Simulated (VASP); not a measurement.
# Zn (Fm-3m) in VASP: further runs

Runs on Zn. Level: PBE. Tasks: single point.

All numbers are computed with VASP 6.6.1; they aren't measurements. Logs are shortened: lines on timing, memory, paths and dates and some standing lists are left out, and cuts for length are marked.

**1. The cell of the first run**

It takes space group Fm-3m (No. 225, cubic). Conventional cell: a = 3.875 Å, b = 3.875 Å, c = 3.875 Å, α = 90.00°, β = 90.00°, γ = 90.00°. Zn (site symmetry m-3m) has 12 Zn at 2.74 Å within 3.6 Å.

**2. Single point, PBE**

Contents of INCAR:

```
SYSTEM = Zn
  PREC = Accurate
  ENCUT = 520
  EDIFF = 1E-6
  ISMEAR = -1
  SIGMA = 0.06122561905347299
  LREAL = .False.
  LASPH = .True.
  NELM = 80
  ALGO = Normal
  ISIF = 2
  LWAVE = .False.
  LCHARG = .False.
  GGA = PE
  NBANDS = 12
```

Contents of KPOINTS:

```
Automatic mesh
0
Gamma
  48 48 48
  0 0 0
```

Contents of POSCAR:

```
Zn
1.0
    0.0000000000      1.9375073501      1.9375073501
    1.9375073501      0.0000000000      1.9375073501
    1.9375073501      1.9375073501      0.0000000000
Zn
1
Direct
    0.0000000000      0.0000000000      0.0000000000
```

Potentials or basis: VASP PAW PBE potentials, release 64 (Zn).

On the command line:

```console
$ cat potpaw_PBE.64/Zn/POTCAR > POTCAR
$ mpirun -np 1 vasp_std > vasp.out
```

OUTCAR:

```text
SYSTEM = Zn
   PREC = Accurate
   ENCUT = 520
   EDIFF = 1E-6
   ISMEAR = -1
   LREAL = .False.
   LASPH = .True.
   NELM = 80
   ISIF = 2
   GGA = PE

 ion  position               nearest neighbor table
   1  0.000  0.000  0.000-

  LATTYP: Found a face centered cubic cell.
 ALAT       =     3.8750147002

  Lattice vectors:

 A1 = (   0.0000000000,   1.9375073501,   1.9375073501)
 A2 = (   1.9375073501,   0.0000000000,   1.9375073501)
 A3 = (   1.9375073501,   1.9375073501,   0.0000000000)

Analysis of symmetry for initial positions (statically):
=====================================================================
 Subroutine PRICEL returns:
 Original cell was already a primitive cell.

 Routine SETGRP: Setting up the symmetry group for a
 face centered cubic supercell.

 Subroutine GETGRP returns: Found 48 space group operations
 (whereof 48 operations were pure point group operations)
 out of a pool of 48 trial point group operations.

The static configuration has the point symmetry O_h .

Analysis of symmetry for dynamics (positions and initial velocities):
=====================================================================
 Subroutine PRICEL returns:
 Original cell was already a primitive cell.

 Routine SETGRP: Setting up the symmetry group for a
 face centered cubic supercell.

 Subroutine GETGRP returns: Found 48 space group operations
 (whereof 48 operations were pure point group operations)
 out of a pool of 48 trial point group operations.

The dynamic configuration has the point symmetry O_h .

 Subroutine INISYM returns: Found 48 space group operations
 (whereof 48 operations are pure point group operations),
 and found     1 'primitive' translations

----------------------------------------------------------------------------------------

                                     Primitive cell

  volume of cell :      14.5466

  direct lattice vectors                    reciprocal lattice vectors
     0.000000000  1.937507350  1.937507350    -0.258063537  0.258063537  0.258063537
     1.937507350  0.000000000  1.937507350     0.258063537 -0.258063537  0.258063537
     1.937507350  1.937507350  0.000000000     0.258063537  0.258063537 -0.258063537

  length of vectors
     2.740049172  2.740049172  2.740049172     0.446979158  0.446979158  0.446979158

  position of ions in fractional coordinates (direct lattice)
     0.000000000  0.000000000  0.000000000

  ion indices of the primitive-cell ions
   primitive index   ion index
                 1           1

----------------------------------------------------------------------------------------

 KPOINTS: Automatic mesh

Automatic generation of k-mesh.
 Grid dimensions read from file:
 generate k-points for:   48   48   48

 Generating k-lattice:

  Cartesian coordinates                     Fractional coordinates (reciprocal lattice)
    -0.005376324  0.005376324  0.005376324     0.020833333  0.000000000  0.000000000
     0.005376324 -0.005376324  0.005376324     0.000000000  0.020833333  0.000000000
     0.005376324  0.005376324 -0.005376324     0.000000000  0.000000000  0.020833333

  Length of vectors
     0.009312066  0.009312066  0.009312066

  Shift w.r.t. Gamma in fractional coordinates (k-lattice)
     0.000000000  0.000000000  0.000000000

 Subroutine IBZKPT returns following result:
 ===========================================

 Found   2769 irreducible k-points:

 Following reciprocal coordinates:
            Coordinates               Weight
  0.000000  0.000000  0.000000      1.000000
  0.020833  0.000000  0.000000      8.000000
  0.041667  0.000000  0.000000      8.000000
  0.062500  0.000000  0.000000      8.000000
  0.083333  0.000000  0.000000      8.000000
  0.104167  0.000000  0.000000      8.000000
[... 16 lines left out ...]
  0.458333  0.000000  0.000000      8.000000
  0.479167  0.000000  0.000000      8.000000
 [... further k-points ...]
   k-points           NKPTS =   2769   k-points in BZ     NKDIM =   2769   number of bands    NBANDS=     12
   number of dos      NEDOS =    301   number of ions     NIONS =      1
   total plane-waves  NPLWV =   8000
   dimension x,y,z NGX =    20 NGY =   20 NGZ =   20
   dimension x,y,z NGXF=    40 NGYF=   40 NGZF=   40
   ions per type =               1
   NGX,Y,Z   is equivalent  to a cutoff of  12.13, 12.13, 12.13 a.u.
   NGXF,Y,Z  is equivalent  to a cutoff of  24.27, 24.27, 24.27 a.u.
 SYSTEM =  Zn
   PREC   = accura    normal or accurate (medium, high low for compatibility)
   ISTART =      0    job   : 0-new  1-cont  2-samecut
   ICHARG =      2    charge: 1-file 2-atom 10-const
   ISPIN  =      1    spin polarized calculation?
   LNONCOLLINEAR =      F non collinear calculations
   LSORBIT =      F    spin-orbit coupling
   LASPH  =      T    aspherical Exc in radial PAW
   ENCUT  =  520.0 eV  38.22 Ry    6.18 a.u.   5.09  5.09  5.09*2*pi/ulx,y,z
   NELM   =     80;   NELMIN=  2; NELMDL= -5     # of ELM steps
   EDIFF  = 0.1E-05   stopping-criterion for ELM
   LREAL  =      F    real-space projection
   EDIFFG = 0.1E-04   stopping-criterion for IOM
   NSW    =      0    number of steps for IOM
   IBRION =     -1    ionic relax: 0-MD 1-quasi-New 2-CG
   NFREE  =      0    steps in history (QN), initial steepest desc. (CG)
   ISIF   =      2    stress and relaxation
   ISYM   =      2    0-nonsym 1-usesym 2-fastsym
   POTIM  = 0.5000    time-step for ionic-motion
   TEBEG  =    0.0;   TEEND  =   0.0 temperature during run
   PSTRESS=    0.0 pullay stress
   NELECT =      12.0000    total number of electrons
   NUPDOWN=      -1.0000    fix difference up-down
   EMIN   =  10.00;   EMAX   =-10.00  energy-range for DOS
   EFERMI =   0.00;   METHOD = LEGACY
   ISMEAR =    -1;   SIGMA  =   0.06  broadening in eV -4-tet -1-fermi 0-gaus
   EFERMI_NEDOS =   21; number of points for ismear=-14 and -15
   IALGO  =     38    algorithm
   IMIX   =      4    mixing-type and parameters
     AMIX     =   0.40;   BMIX     =  1.00
     AMIX_MAG =   1.60;   BMIX_MAG =  1.00
  volume/ion in A,a.u.               =      14.55        98.16
  Fermi-wavevector in a.u.,A,eV,Ry     =   1.535378  2.901443 32.074165  2.357385
  Thomas-Fermi vector in A             =   2.642175
   LORBIT       =      0    0 simple, 1 ext, 2 COOP (PROOUT), +10 PAW based schemes
   GGA     = PE    functional components
   LHFCALC =     F    Hartree Fock is set to
   AEXX    =    0.0000 exact exchange contribution
   IVDW    =     0    specifies the selected vdW correction
   LEPSILON=     F    determine dielectric tensor
   LRPA    =     F    only Hartree local field effects (RPA)
 non-spin polarized calculation
  energy-cutoff  :      520.00
  volume of cell :       14.55
 maximum number of plane-waves:       403
   NGX = 11   NGY = 11   NGZ = 11

 number of electron      11.9999995 magnetization

 Free energy of the ion-electron system (eV)
  ---------------------------------------------------
  ext. energy  EPLUGINS =         0.00000000
  ---------------------------------------------------
  free energy    TOTEN  =        -1.07960368 eV

  energy without entropy =       -1.07575816  energy(sigma->0) =       -1.07768092

 E-fermi :   3.3826     XC(G=0): -11.7984

 val. band max:        3.3803290037   @ k =  -0.3750   0.4583   0.1042
 cond. band min:       3.3827229070   @ k =   0.4792   0.0833   0.0208
 fundamental gap:      0.0023939034
 Fermi energy:         3.3826380567

 k-point     1 :       0.0000    0.0000    0.0000
  band No.  band energies     occupation
      1      -7.3065      2.00000
      2      -4.3466      2.00000
      3      -4.3466      2.00000
      4      -4.3466      2.00000
      5      -3.9357      2.00000
      6      -3.9357      2.00000
      7      22.2506      0.00000
      8      22.2507      0.00000
      9      22.2507      0.00000
     10      22.5981      0.00000
     11      24.9700      0.00000
     12      24.9700      0.00000

 k-point     2 :       0.0208    0.0000    0.0000
  band No.  band energies     occupation
      1      -7.2930      2.00000
      2      -4.3479      2.00000
      3      -4.3449      2.00000
      4      -4.3449      2.00000
      5      -3.9362      2.00000
      6      -3.9362      2.00000
      7      21.9000      0.00000
      8      22.1962      0.00000
      9      22.1963      0.00000
     10      22.5306      0.00000
     11      25.0474      0.00000
     12      25.0474      0.00000

 k-point     3 :       0.0417    0.0000    0.0000
  band No.  band energies     occupation
      1      -7.2524      2.00000
      2      -4.3516      2.00000
      3      -4.3400      2.00000
      4      -4.3400      2.00000
      5      -3.9377      2.00000
      6      -3.9377      2.00000
      7      21.0525      0.00000
      8      22.0491      0.00000
      9      22.0491      0.00000
     10      22.4931      0.00000
     11      25.2637      0.00000
     12      25.2637      0.00000

 k-point     4 :       0.0625    0.0000    0.0000
  band No.  band energies     occupation
      1      -7.1850      2.00000
      2      -4.3574      2.00000
      3      -4.3321      2.00000
      4      -4.3321      2.00000
      5      -3.9399      2.00000
      6      -3.9399      2.00000
      7      20.0521      0.00000
      8      21.8426      0.00000
      9      21.8426      0.00000
     10      22.4648      0.00000
     11      25.5856      0.00000
     12      25.5856      0.00000

 k-point     5 :       0.0833    0.0000    0.0000
  band No.  band energies     occupation
      1      -7.0912      2.00000
      2      -4.3648      2.00000
      3      -4.3216      2.00000
      4      -4.3216      2.00000
      5      -3.9425      2.00000
      6      -3.9425      2.00000
      7      19.0081      0.00000
      8      21.6060      0.00000
      9      21.6060      0.00000
     10      22.4314      0.00000
     11      25.9831      0.00000
     12      25.9831      0.00000
[... 228 lines left out ...]
      1      -5.1472      2.00000
      2      -4.3367      2.00000
      3      -4.3367      2.00000
      4      -3.6682      2.00000
      5      -3.6682      2.00000
      6      -1.3641      2.00000
      7       4.1798      0.00000
      8      19.2009      0.00000
      9      19.2009      0.00000
     10      21.2226      0.00000
     11      23.1614      0.00000
     12      23.1614      0.00000

 k-point    22 :       0.4375    0.0000    0.0000
  band No.  band energies     occupation
      1      -5.1483      2.00000
      2      -4.3434      2.00000
      3      -4.3434      2.00000
      4      -3.6519      2.00000
      5      -3.6519      2.00000
      6      -0.8486      2.00000
      7       3.4759      0.35809
      8      19.1725      0.00000
      9      19.1726      0.00000
     10      21.1741      0.00000
     11      23.0018      0.00000
     12      23.0019      0.00000

 k-point    23 :       0.4583    0.0000    0.0000
  band No.  band energies     occupation
      1      -5.1499      2.00000
      2      -4.3484      2.00000
      3      -4.3484      2.00000
      4      -3.6400      2.00000
      5      -3.6400      2.00000
      6      -0.3396      2.00000
      7       2.8330      1.99975
      8      19.1534      0.00000
      9      19.1534      0.00000
     10      21.1386      0.00000
     11      22.8866      0.00000
     12      22.8866      0.00000

 k-point    24 :       0.4792    0.0000    0.0000
  band No.  band energies     occupation
      1      -5.1512      2.00000
      2      -4.3515      2.00000
      3      -4.3515      2.00000
      4      -3.6327      2.00000
      5      -3.6327      2.00000
      6       0.1034      2.00000
      7       2.3100      2.00000
      8      19.1424      0.00000
      9      19.1424      0.00000
     10      21.1169      0.00000
     11      22.8169      0.00000
     12      22.8169      0.00000

 [... further k-points ...]

------------------------ aborting loop because EDIFF is reached ----------------------------------------

  FORCE on cell =-STRESS in cart. coord.  units (eV):
  Direction    XX          YY          ZZ          XY          YZ          ZX
  --------------------------------------------------------------------------------------
  -------------------------------------------------------------------------------------
  Total        0.3314104      0.3314104      0.3314104      0.0000000     -0.0000000      0.0000000
  in kB       36.5019999     36.5019999     36.5019999      0.0000000     -0.0000000      0.0000000
  external PRESSURE =      36.5019999 kB  Pullay stress =       0.0000000 kB

 VOLUME and BASIS-vectors are now :
 -----------------------------------------------------------------------------
  energy-cutoff  :      520.00
  volume of cell :       14.55
      direct lattice vectors                 reciprocal lattice vectors
     0.000000000  1.937507350  1.937507350    -0.258063537  0.258063537  0.258063537
     1.937507350  0.000000000  1.937507350     0.258063537 -0.258063537  0.258063537
     1.937507350  1.937507350  0.000000000     0.258063537  0.258063537 -0.258063537

 POSITION                                       TOTAL-FORCE (eV/Angst)
 -----------------------------------------------------------------------------------
      0.00000      0.00000      0.00000         0.000000      0.000000      0.000000
 -----------------------------------------------------------------------------------
    total drift:                               -0.000000     -0.000000     -0.000000

  FREE ENERGIE OF THE ION-ELECTRON SYSTEM (eV)
  ---------------------------------------------------
  free  energy   TOTEN  =        -1.0796036845 eV

  energy  without entropy=       -1.0757581552  energy(sigma->0) =       -1.07768092
```

It took 5.5 min on 1 thread of Oxide Virtual Turin-like, shared host; peak memory 0.49 GiB.

Results:

- Free energy: -1.0796 eV
- Pressure: 3.7 GPa
- Band gap on the k mesh: zero (band 6 reaches 5.67 eV, above the bottom of band 7 at 2.08 eV)

**3. Single point, PBE**

This run uses another cell than the first one, of 14.85 Å³/atom, 1.021 times its volume.

Contents of INCAR:

```
SYSTEM = Zn
ALGO = Normal ; EDIFF = 1E-6
ENCUT = 520 ; GGA = PE
ISIF = 2 ; ISMEAR = -1
LASPH = .TRUE. ; LCHARG = .FALSE.
LREAL = .FALSE. ; LWAVE = .FALSE.
NBANDS = 12 ; NELM = 100
PREC = Accurate ; SIGMA = 0.06122561905347299
```

Contents of KPOINTS:

```
k-points
0
G
  48 48 48
  0 0 0
```

Contents of POSCAR:

```
Zn
1.0
    0.0000000000      1.9508698920      1.9508698920
    1.9508698920      0.0000000000      1.9508698920
    1.9508698920      1.9508698920      0.0000000000
Zn
1
Direct
    0.0000000000      0.0000000000      0.0000000000
```

Potentials or basis: VASP PAW PBE potentials, release 64 (Zn).

On the command line:

```console
$ cat potpaw_PBE.64/Zn/POTCAR > POTCAR
$ mpirun -np 1 vasp_std > vasp.out
```

It took 8 min on 1 thread of Oxide Virtual Turin-like, shared host; peak memory 0.51 GiB.

Results (log left out):

* Free energy: -1.0847 eV
* Pressure: 1.9 GPa
* Band gap on the k mesh: zero (band 6 reaches 5.50 eV, above the bottom of band 7 at 1.89 eV)

Levels at points of the mesh, in eV from the Fermi level:
| k point | band 4 | band 5 | band 6 | band 7 | band 8 | band 9 |
| --- | --- | --- | --- | --- | --- | --- |
| (0.00, 0.00, 0.00) | -7.67 | -7.27 | -7.27 | 18.58 | 18.58 | 18.58 |
| (0.50, 0.00, 0.00) | -6.98 | -6.98 | -2.98 | -1.33 | 15.51 | 15.51 |
| (0.50, 0.50, 0.00) | -6.90 | -6.90 | -1.04 | 1.82 | 8.55 | 8.55 |
